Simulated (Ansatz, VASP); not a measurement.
BaTe in VASP and in Ansatz

The input POSCAR:

```
BaTe
1.0
    0.0000000000      3.5323868452      3.6030345821
    3.5323868452      0.0000000000      3.6030345821
    3.5323868452      3.5323868452      0.0000000000
Ba Te
1 1
Direct
    0.0000000000      0.0000000000      0.0000000000
    0.5000000000      0.5000000000      0.5000000000
```

File INCAR.step1:

```
  PREC = Accurate
  ENCUT = 520
  ISMEAR = 0
  SIGMA = 0.01
  LREAL = False
  LASPH = True
  NELM = 80
  NBANDS = 15
  GGA = PE
  ALGO = Normal
  EDIFF = 1E-4
  LWAVE = True
  LCHARG = False
```

INCAR.step2

```
  PREC = Accurate
  ENCUT = 520
  EDIFF = 1E-6
  ISMEAR = 0
  SIGMA = 0.01
  LREAL = False
  LASPH = True
  NELM = 80
  ALGO = Normal
  ISIF = 2
  LWAVE = False
  LCHARG = False
  METAGGA = R2SCAN
  LMIXTAU = True
  NBANDS = 15
  ISTART = 1
```

KPOINTS

```
Automatic mesh
0
Gamma
  6 6 6
```

Input for Ansatz:

```yaml
crystal:
  lattice:
    - [0.0, 3.5323868452, 3.6030345821]
    - [3.5323868452, 0.0, 3.6030345821]
    - [3.5323868452, 3.5323868452, 0.0]
  atoms:
    - { symbol: Ba, position: [0.0, 0.0, 0.0] }
    - { symbol: Te, position: [0.5, 0.5, 0.5] }
kpoints:
  mp_grid: { grid: [6, 6, 6] }
  band_path:
    path:
      - [0.0, 0.0, 0.0]
      - [0.5, 0.0, 0.5]
      - [0.625, 0.25, 0.625]
      - [0.375, 0.375, 0.75]
      - [0.5, 0.5, 0.5]
      - [0.5, 0.25, 0.75]
      - [0.5, 0.5, 0.0]
    npoints: 1
hamiltonian:
  xc: r2scan
scf:
  occupations: { method: fixed }
  n_extra_bands: 4
output:
  forces: true
  stress: true
  eigenvalues: true
```

Change from the starting cell: uniaxial_z strain +2.0%.

Alike in both runs: task single point; functional r2SCAN; k mesh 6 × 6 × 6; no spin polarisation.

```csv
,VASP,Ansatz
version,VASP 6.6.1,Ansatz 0.2.0
potentials or method,"VASP PAW PBE potentials, release 64 (Ba_sv, Te)","plane waves, PAW"
plane-wave cutoff (eV),520,500
occupations,"gaussian, width 0.01 eV",fixed
valence electrons in the cell,16,26
```

Ansatz gave:

| Item | Value |
| --- | --- |
| gap on the k mesh at the Fermi level (eV) | 2.02 |
| pressure (GPa) | -0.6 |
| traceless stress, the component that is largest in VASP (GPa) | -0.72 |

**Question.** Estimate VASP's values.

**Answer.** gap on the k mesh at the Fermi level (eV): 1.95; pressure (GPa): -0.3; traceless stress, the component that is largest in VASP (GPa): -0.77.

VASP's potentials were made for PBE, not for r2SCAN. VASP's potentials hold 16 valence electrons a cell and Ansatz's 26, so a difference there can come from the potentials and not from the codes.

Spin-orbit coupling is off throughout.
